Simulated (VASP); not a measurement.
# ZnS (P6_3mc) in VASP: notebook

ZnS is run at these levels: PBE; tasks: single point.

All numbers are computed with VASP 6.6.1; they aren't measurements. Logs are shortened: lines on timing, memory, paths and dates and some standing lists are left out, and cuts for length are marked.

## (1) The cell of the first run

The structure is hexagonal, space group P6_3mc (No. 186). Conventional cell: a = 3.863 Å, b = 3.863 Å, c = 6.067 Å, α = 90.00°, β = 90.00°, γ = 120.00°. Zn (site symmetry 3m) has 4 S at 2.34 Å within 3.1 Å. Within 3.1 Å of S (site symmetry 3m) lie 4 Zn at 2.34 Å.

## (2) Single point, PBE

File INCAR:

```
PREC = Accurate
ENCUT = 520
EDIFF = 1E-6
ISMEAR = 0
SIGMA = 0.05
LREAL = F
LASPH = T
NELM = 80
ALGO = Normal
ISIF = 2
LWAVE = F
LCHARG = F
GGA = PE
NBANDS = 26
```

File KPOINTS:

```
regular mesh
0
Gamma
  12 12 6
```

File POSCAR:

```
ZnS
1.0
    3.8632107324      0.0000000000      0.0000000000
   -1.9316053662      3.3456386344      0.0000000000
    0.0000000000      0.0000000000      6.0666315585
Zn S
2 2
Direct
    0.3333333333      0.6666666667      0.0000000000
    0.6666666667      0.3333333333      0.5000000000
    0.3333333333      0.6666666667      0.3850000000
    0.6666666667      0.3333333333      0.8850000000
```

Potentials or basis: VASP PAW PBE potentials, release 64 (Zn, S).

The run is started by

```bash
$ cat potpaw_PBE.64/Zn/POTCAR potpaw_PBE.64/S/POTCAR > POTCAR
$ mpirun -np 1 vasp_std > vasp.out
```

OUTCAR:

```text
PREC = Accurate
   ENCUT = 520
   EDIFF = 1E-6
   ISMEAR = 0
   LREAL = F
   LASPH = T
   NELM = 80
   ISIF = 2
   GGA = PE

 ion  position               nearest neighbor table
   1  0.333  0.667  0.000-   3 2.34   4 2.34   4 2.34   4 2.34
   2  0.667  0.333  0.500-   4 2.34   3 2.34   3 2.34   3 2.34
   3  0.333  0.667  0.385-   1 2.34   2 2.34   2 2.34   2 2.34
   4  0.667  0.333  0.885-   2 2.34   1 2.34   1 2.34   1 2.34

  LATTYP: Found a hexagonal cell.
 ALAT       =     3.8632107324
 C/A-ratio  =     1.5703599878

  Lattice vectors:

 A1 = (   3.8632107324,   0.0000000000,   0.0000000000)
 A2 = (  -1.9316053662,   3.3456386344,   0.0000000000)
 A3 = (   0.0000000000,   0.0000000000,   6.0666315585)

Analysis of symmetry for initial positions (statically):
=====================================================================
 Subroutine PRICEL returns:
 Original cell was already a primitive cell.

 Routine SETGRP: Setting up the symmetry group for a
 hexagonal supercell.

 Subroutine GETGRP returns: Found 12 space group operations
 (whereof  6 operations were pure point group operations)
 out of a pool of 24 trial point group operations.

The static configuration has the point symmetry C_3v.
 The point group associated with its full space group is C_6v.

Analysis of symmetry for dynamics (positions and initial velocities):
=====================================================================
 Subroutine PRICEL returns:
 Original cell was already a primitive cell.

 Routine SETGRP: Setting up the symmetry group for a
 hexagonal supercell.

 Subroutine GETGRP returns: Found 12 space group operations
 (whereof  6 operations were pure point group operations)
 out of a pool of 24 trial point group operations.

The dynamic configuration has the point symmetry C_3v.
 The point group associated with its full space group is C_6v.

 Subroutine INISYM returns: Found 12 space group operations
 (whereof  6 operations are pure point group operations),
 and found     1 'primitive' translations

----------------------------------------------------------------------------------------

                                     Primitive cell

  volume of cell :      78.4106

  direct lattice vectors                    reciprocal lattice vectors
     3.863210732  0.000000000  0.000000000     0.258852045  0.149448298  0.000000000
    -1.931605366  3.345638634  0.000000000     0.000000000  0.298896596  0.000000000
     0.000000000  0.000000000  6.066631559     0.000000000  0.000000000  0.164836119

  length of vectors
     3.863210732  3.863210732  6.066631559     0.298896596  0.298896596  0.164836119

  position of ions in fractional coordinates (direct lattice)
     0.333333333  0.666666667  0.000000000
     0.666666667  0.333333333  0.500000000
     0.333333333  0.666666667  0.385000000
     0.666666667  0.333333333  0.885000000

  ion indices of the primitive-cell ions
   primitive index   ion index
                 1           1
                 2           2
                 3           3
                 4           4

----------------------------------------------------------------------------------------

 KPOINTS: regular mesh

Automatic generation of k-mesh.
 Grid dimensions read from file:
 generate k-points for:   12   12    6

 Generating k-lattice:

  Cartesian coordinates                     Fractional coordinates (reciprocal lattice)
     0.021571004  0.012454025  0.000000000     0.083333333 -0.000000000  0.000000000
     0.000000000  0.024908050  0.000000000     0.000000000  0.083333333  0.000000000
     0.000000000  0.000000000  0.027472686     0.000000000  0.000000000  0.166666667

  Length of vectors
     0.024908050  0.024908050  0.027472686

  Shift w.r.t. Gamma in fractional coordinates (k-lattice)
     0.000000000  0.000000000  0.000000000

 Subroutine IBZKPT returns following result:
 ===========================================

 Found     76 irreducible k-points:

 Following reciprocal coordinates:
            Coordinates               Weight
  0.000000  0.000000  0.000000      1.000000
  0.083333  0.000000  0.000000      6.000000
  0.166667  0.000000  0.000000      6.000000
  0.250000 -0.000000  0.000000      6.000000
  0.333333  0.000000  0.000000      6.000000
  0.416667  0.000000  0.000000      6.000000
[... 16 lines left out ...]
  0.250000 -0.000000  0.166667     12.000000
  0.333333  0.000000  0.166667     12.000000
 [... further k-points ...]
   k-points           NKPTS =     76   k-points in BZ     NKDIM =     76   number of bands    NBANDS=     26
   number of dos      NEDOS =    301   number of ions     NIONS =      4
   total plane-waves  NPLWV =  43200
   dimension x,y,z NGX =    30 NGY =   30 NGZ =   48
   dimension x,y,z NGXF=    60 NGYF=   60 NGZF=   96
   ions per type =               2   2
   NGX,Y,Z   is equivalent  to a cutoff of  12.91, 12.91, 13.15 a.u.
   NGXF,Y,Z  is equivalent  to a cutoff of  25.82, 25.82, 26.31 a.u.
 SYSTEM =  unknown system
   PREC   = accura    normal or accurate (medium, high low for compatibility)
   ISTART =      0    job   : 0-new  1-cont  2-samecut
   ICHARG =      2    charge: 1-file 2-atom 10-const
   ISPIN  =      1    spin polarized calculation?
   LNONCOLLINEAR =      F non collinear calculations
   LSORBIT =      F    spin-orbit coupling
   LASPH  =      T    aspherical Exc in radial PAW
   ENCUT  =  520.0 eV  38.22 Ry    6.18 a.u.   7.18  7.18 11.28*2*pi/ulx,y,z
   NELM   =     80;   NELMIN=  2; NELMDL= -5     # of ELM steps
   EDIFF  = 0.1E-05   stopping-criterion for ELM
   LREAL  =      F    real-space projection
[... 7 lines left out ...]
   TEBEG  =    0.0;   TEEND  =   0.0 temperature during run
   PSTRESS=    0.0 pullay stress
   NELECT =      36.0000    total number of electrons
   NUPDOWN=      -1.0000    fix difference up-down
   EMIN   =  10.00;   EMAX   =-10.00  energy-range for DOS
   EFERMI =   0.00;   METHOD = LEGACY
   ISMEAR =     0;   SIGMA  =   0.05  broadening in eV -4-tet -1-fermi 0-gaus
   EFERMI_NEDOS =   21; number of points for ismear=-14 and -15
   IALGO  =     38    algorithm
   IMIX   =      4    mixing-type and parameters
     AMIX     =   0.40;   BMIX     =  1.00
     AMIX_MAG =   1.60;   BMIX_MAG =  1.00
  volume/ion in A,a.u.               =      19.60       132.29
  Fermi-wavevector in a.u.,A,eV,Ry     =   1.262944  2.386617 21.701656  1.595027
  Thomas-Fermi vector in A             =   2.396326
   LORBIT       =      0    0 simple, 1 ext, 2 COOP (PROOUT), +10 PAW based schemes
   GGA     = PE    functional components
   LHFCALC =     F    Hartree Fock is set to
   AEXX    =    0.0000 exact exchange contribution
   IVDW    =     0    specifies the selected vdW correction
   LEPSILON=     F    determine dielectric tensor
   LRPA    =     F    only Hartree local field effects (RPA)
 non-spin polarized calculation
 Gauss-broadening in eV      SIGMA  =   0.05
  energy-cutoff  :      520.00
  volume of cell :       78.41
 maximum number of plane-waves:      2130
 NGX is ok and might be reduce to    30

 number of electron      36.0000006 magnetization

 Free energy of the ion-electron system (eV)
  ---------------------------------------------------
  ext. energy  EPLUGINS =         0.00000000
  ---------------------------------------------------
  free energy    TOTEN  =       -13.64495096 eV

  energy without entropy =      -13.64495096  energy(sigma->0) =      -13.64495096

 E-fermi :   2.4369     XC(G=0):  -9.6507

 val. band max:        2.2369111776   @ k =   0.0000   0.0000   0.0000
 cond. band min:       4.4202120422   @ k =   0.0000   0.0000   0.0000
 fundamental gap:      2.1833008646
 Fermi energy:         2.4368549450

 k-point     1 :       0.0000    0.0000    0.0000
  band No.  band energies     occupation
      1     -11.0238      2.00000
      2     -10.0000      2.00000
      3      -4.1774      2.00000
      4      -4.1774      2.00000
      5      -4.1415      2.00000
      6      -4.1039      2.00000
[... 18 lines left out ...]
     25       9.7510      0.00000
     26      11.7520      0.00000

 k-point     2 :       0.0833    0.0000    0.0000
  band No.  band energies     occupation
      1     -10.9780      2.00000
      2      -9.9768      2.00000
      3      -4.1837      2.00000
      4      -4.1668      2.00000
      5      -4.1296      2.00000
      6      -4.0988      2.00000
[... 18 lines left out ...]
     25       9.9655      0.00000
     26      11.3279      0.00000

 k-point     3 :       0.1667    0.0000    0.0000
  band No.  band energies     occupation
      1     -10.8465      2.00000
      2      -9.9148      2.00000
      3      -4.1921      2.00000
      4      -4.1389      2.00000
      5      -4.1092      2.00000
      6      -4.0741      2.00000
[... 18 lines left out ...]
     25      10.5223      0.00000
     26      10.5596      0.00000

 k-point     4 :       0.2500   -0.0000    0.0000
  band No.  band energies     occupation
      1     -10.6485      2.00000
      2      -9.8361      2.00000
      3      -4.1915      2.00000
      4      -4.1044      2.00000
      5      -4.0885      2.00000
      6      -4.0215      2.00000
[... 18 lines left out ...]
     25      10.5939      0.00000
     26      11.3904      0.00000

 k-point     5 :       0.3333    0.0000    0.0000
  band No.  band energies     occupation
      1     -10.4185      2.00000
      2      -9.7733      2.00000
      3      -4.1786      2.00000
      4      -4.0756      2.00000
      5      -4.0505      2.00000
      6      -3.9488      2.00000
[... 18 lines left out ...]
     25      11.1177      0.00000
     26      11.8059      0.00000

 k-point     6 :       0.4167    0.0000    0.0000
  band No.  band energies     occupation
      1     -10.2119      2.00000
      2      -9.7541      2.00000
      3      -4.1655      2.00000
      4      -4.0590      2.00000
      5      -3.9782      2.00000
      6      -3.8893      2.00000
[... 427 lines left out ...]
 k-point    21 :       0.0833    0.0000    0.1667
  band No.  band energies     occupation
      1     -10.9203      2.00000
      2     -10.0555      2.00000
      3      -4.1842      2.00000
      4      -4.1642      2.00000
      5      -4.1348      2.00000
      6      -4.1073      2.00000
[... 18 lines left out ...]
     25       9.7698      0.00000
     26      11.1783      0.00000

 k-point    22 :       0.1667    0.0000    0.1667
  band No.  band energies     occupation
      1     -10.7917      2.00000
      2      -9.9862      2.00000
      3      -4.1949      2.00000
      4      -4.1352      2.00000
      5      -4.1166      2.00000
      6      -4.0824      2.00000
[... 18 lines left out ...]
     25      10.3558      0.00000
     26      10.8289      0.00000

 k-point    23 :       0.2500   -0.0000    0.1667
  band No.  band energies     occupation
      1     -10.5989      2.00000
      2      -9.8956      2.00000
      3      -4.1962      2.00000
      4      -4.1006      2.00000
      5      -4.0987      2.00000
      6      -4.0297      2.00000
[... 18 lines left out ...]
     25      10.8272      0.00000
     26      11.2003      0.00000

 k-point    24 :       0.3333    0.0000    0.1667
  band No.  band energies     occupation
      1     -10.3767      2.00000
      2      -9.8172      2.00000
      3      -4.1856      2.00000
      4      -4.0702      2.00000
      5      -4.0672      2.00000
      6      -3.9564      2.00000
[... 18 lines left out ...]
     25      11.1663      0.00000
     26      11.9166      0.00000

 [... further k-points ...]
[... 5 lines left out ...]
  --------------------------------------------------------------------------------------
  -------------------------------------------------------------------------------------
  Total        0.5758055      0.5758055      2.3060528      0.0000000      0.0000000     -0.0000000
  in kB       11.7655258     11.7655258     47.1199460      0.0000000      0.0000000     -0.0000000
  external PRESSURE =      23.5503325 kB  Pullay stress =       0.0000000 kB

 VOLUME and BASIS-vectors are now :
 -----------------------------------------------------------------------------
  energy-cutoff  :      520.00
  volume of cell :       78.41
      direct lattice vectors                 reciprocal lattice vectors
     3.863210732  0.000000000  0.000000000     0.258852045  0.149448298  0.000000000
    -1.931605366  3.345638634  0.000000000     0.000000000  0.298896596  0.000000000
     0.000000000  0.000000000  6.066631559     0.000000000  0.000000000  0.164836119

 POSITION                                       TOTAL-FORCE (eV/Angst)
 -----------------------------------------------------------------------------------
     -0.00000      2.23043      0.00000         0.000000      0.000000      0.071732
      1.93161      1.11521      3.03332        -0.000000      0.000000      0.071732
     -0.00000      2.23043      2.33565        -0.000000      0.000000     -0.071732
      1.93161      1.11521      5.36897         0.000000     -0.000000     -0.071732
 -----------------------------------------------------------------------------------
    total drift:                               -0.000000     -0.000000     -0.000195

  FREE ENERGIE OF THE ION-ELECTRON SYSTEM (eV)
  ---------------------------------------------------
  free  energy   TOTEN  =       -13.6449509586 eV

  energy  without entropy=      -13.6449509586  energy(sigma->0) =      -13.64495096
```

Run time: 2 min. Hardware: 1 thread of Intel Xeon Platinum 8259CL at 2.50GHz (Skylake/Cascade Lake), shared host; peak memory 0.28 GiB.

Results:

| Property | Result |
| --- | --- |
| Free energy | -13.6450 eV |
| Pressure | 2.4 GPa |
| Largest force | 0.072 eV/Å |
| Band gap on the k mesh | 2.18 eV |

Forces in eV/Å, atoms in the order of the input:
```
Zn   0.000  0.000  0.072
Zn   0.000  0.000  0.072
S    0.000  0.000 -0.072
S    0.000  0.000 -0.072
```

Levels at points of the mesh, in eV from the valence-band top:
| k point | band 15 | band 16 | band 17 | band 18 | band 19 | band 20 | band 21 | band 22 |
| --- | --- | --- | --- | --- | --- | --- | --- | --- |
| (0.00, 0.00, 0.00) | -1.09 | -0.12 | -0.12 | 0.00 | 2.18 | 2.63 | 6.06 | 6.06 |
| (0.50, 0.00, 0.00) | -3.27 | -2.45 | -1.66 | -1.01 | 3.37 | 4.25 | 5.29 | 6.94 |
| (0.00, 0.00, 0.50) | -0.63 | -0.63 | -0.63 | -0.63 | 3.30 | 3.30 | 6.50 | 6.50 |
| (0.50, 0.00, 0.50) | -1.78 | -1.78 | -1.49 | -1.49 | 3.59 | 3.59 | 5.18 | 5.18 |

## (3) Single point, PBE

This run uses another cell than the first one, of the same volume but with other edges.

File INCAR:

```
ALGO = Normal ; EDIFF = 1E-6
ENCUT = 520 ; GGA = PE
ISIF = 2 ; ISMEAR = 0
LASPH = T ; LCHARG = F
LREAL = F ; LWAVE = F
NBANDS = 26 ; NELM = 100
PREC = Accurate ; SIGMA = 0.05
```

File KPOINTS:

```
k-points
0
Gamma
  12 12 6
```

File POSCAR:

```
ZnS
1.0
    3.7495203087      0.0000000000      0.0000000000
   -1.8747601544      3.2471798393      0.0000000000
    0.0000000000      0.0000000000      6.4401057285
Zn S
2 2
Direct
    0.3333333333      0.6666666667      0.0000000000
    0.6666666667      0.3333333333      0.5000000000
    0.3333333333      0.6666666667      0.3850000000
    0.6666666667      0.3333333333      0.8850000000
```

Potentials or basis: VASP PAW PBE potentials, release 64 (Zn, S).

The run is started by

```bash
$ cat potpaw_PBE.64/Zn/POTCAR potpaw_PBE.64/S/POTCAR > POTCAR
$ mpirun -np 1 vasp_std > vasp.out
```

Run time: 100 s. Hardware: 1 thread of Intel Xeon Platinum 8259CL at 2.50GHz (Skylake/Cascade Lake), shared host; peak memory 0.26 GiB.

It converged, with:

- Free energy: -13.5731 eV
- Pressure: 3.2 GPa
- Largest force: 0.526 eV/Å
- Band gap on the k mesh: 2.16 eV

Forces on the atoms (eV/Å):
```
Zn   0.000  0.000  0.526
Zn   0.000  0.000  0.526
S    0.000  0.000 -0.526
S    0.000  0.000 -0.526
```

Stress tensor (GPa, compression positive):
```
 5.87  0.00  0.00
 0.00  5.87  0.00
 0.00  0.00 -2.16
```

Levels at points of the mesh, in eV from the valence-band top:
```tsv
k point	band 16	band 17	band 18	band 19	band 20	band 21
(0.00, 0.00, 0.00)	-0.19	0.00	0.00	2.16	3.31	6.14
(0.50, 0.00, 0.00)	-2.15	-1.59	-1.07	3.78	4.10	4.95
(0.00, 0.00, 0.50)	-0.37	-0.37	-0.37	3.65	3.65	6.55
(0.50, 0.00, 0.50)	-1.70	-1.65	-1.65	3.48	3.48	5.03
```

Caveat: the stress differs along the axes, from -2 to 6 GPa. A k mesh can miss the band edges.

## (4) Single point, PBE

This run uses another cell than the first one, of the same volume but with other edges.

File INCAR:

```
SYSTEM = ZnS
PREC     = Accurate       ! precision mode
ENCUT    = 520            ! plane-wave cutoff, eV
EDIFF    = 1E-7           ! SCF threshold, eV
ISMEAR   = 0              ! smearing method
SIGMA    = 0.05           ! smearing width, eV
LREAL    = .False.        ! projectors in reciprocal space
LASPH    = .True.         ! aspherical terms in the spheres
NELM     = 100            ! most SCF steps
ALGO     = Normal         ! electronic algorithm
ISIF     = 2              ! what is computed and relaxed
LWAVE    = .False.        ! write WAVECAR
LCHARG   = .False.        ! write CHGCAR
GGA      = PE             ! functional
NBANDS   = 26             ! bands
```

File KPOINTS:

```
Automatic mesh
0
Gamma
  12 12 6
  0 0 0
```

File POSCAR:

```
ZnS
1.0
    4.1052739893      0.0000000000      0.0000000000
   -2.0526369947      3.5552715643      0.0000000000
    0.0000000000      0.0000000000      5.3722983431
Zn S
2 2
Direct
    0.3333333333      0.6666666667      0.0000000000
    0.6666666667      0.3333333333      0.5000000000
    0.3333333333      0.6666666667      0.3850000000
    0.6666666667      0.3333333333      0.8850000000
```

The run is started by

```bash
$ cat potpaw_PBE.64/Zn/POTCAR potpaw_PBE.64/S/POTCAR > POTCAR
$ mpirun -np 1 vasp_std > vasp.out
```

Run time: 98 s. Hardware: 1 thread of Intel Xeon Platinum 8259CL at 2.50GHz (Skylake/Cascade Lake), shared host; peak memory 0.27 GiB.

It converged, with:

* Free energy: -12.5252 eV
* Pressure: 7.9 GPa
* Largest force: 2.519 eV/Å
* Band gap on the k mesh: 1.52 eV

Forces in eV/Å, atoms in the order of the input:
```
Zn   0.000  0.000 -2.519
Zn   0.000  0.000 -2.519
S    0.000  0.000  2.519
S    0.000  0.000  2.519
```

Stress tensor (GPa, compression positive):
```
-4.27  0.00  0.00
 0.00 -4.27  0.00
 0.00  0.00 32.09
```

Levels at points of the mesh, in eV from the valence-band top:
| k point | band 15 | band 16 | band 17 | band 18 | band 19 | band 20 | band 21 | band 22 |
| --- | --- | --- | --- | --- | --- | --- | --- | --- |
| (0.00, 0.00, 0.00) | -1.72 | -0.12 | -0.12 | 0.00 | 1.52 | 2.12 | 5.52 | 5.52 |
| (0.50, 0.00, 0.00) | -3.28 | -2.89 | -1.71 | -0.56 | 2.64 | 4.43 | 6.09 | 6.58 |
| (0.00, 0.00, 0.50) | -0.94 | -0.94 | -0.94 | -0.94 | 3.14 | 3.14 | 5.89 | 5.89 |
| (0.50, 0.00, 0.50) | -1.83 | -1.83 | -0.82 | -0.82 | 3.76 | 3.76 | 6.20 | 6.20 |

Caveat: the stress differs along the axes, from -4 to 32 GPa; forces of over 1 eV/Å act on the atoms, so gaps and moduli don't describe the material at rest. A k mesh can miss the band edges.

## (5) Overview

| cell | gap on the mesh (eV) | pressure (GPa) | largest force (eV/Å) |
| --- | --- | --- | --- |
| a = 3.863, b = 3.863, c = 6.067 Å, angles 90.0, 90.0, 120.0°, 4 atoms | 2.18 | 2.4 | 0.07 |
| a = 3.750, b = 3.750, c = 6.440 Å, angles 90.0, 90.0, 120.0°, 4 atoms | 2.16 | 3.2 | 0.53 |
| a = 4.105, b = 4.105, c = 5.372 Å, angles 90.0, 90.0, 120.0°, 4 atoms | 1.52 | 7.9 | 2.52 |

Alike in all rows: task single point; level PBE; potentials or basis VASP PAW PBE potentials, release 64 (Zn, S); no spin polarisation; k mesh 12 × 12 × 6; cutoff (eV) 520; smearing gaussian 0.05 eV.

Caveats: the stress differs along the axes, from -2 to 6 GPa (at least some runs); the stress differs along the axes, from -4 to 32 GPa (at least some runs); forces of over 1 eV/Å act on the atoms, so gaps and moduli don't describe the material at rest (at least some runs).

Total energies depend on the potentials used, so only differences within one code and one set of settings carry meaning.
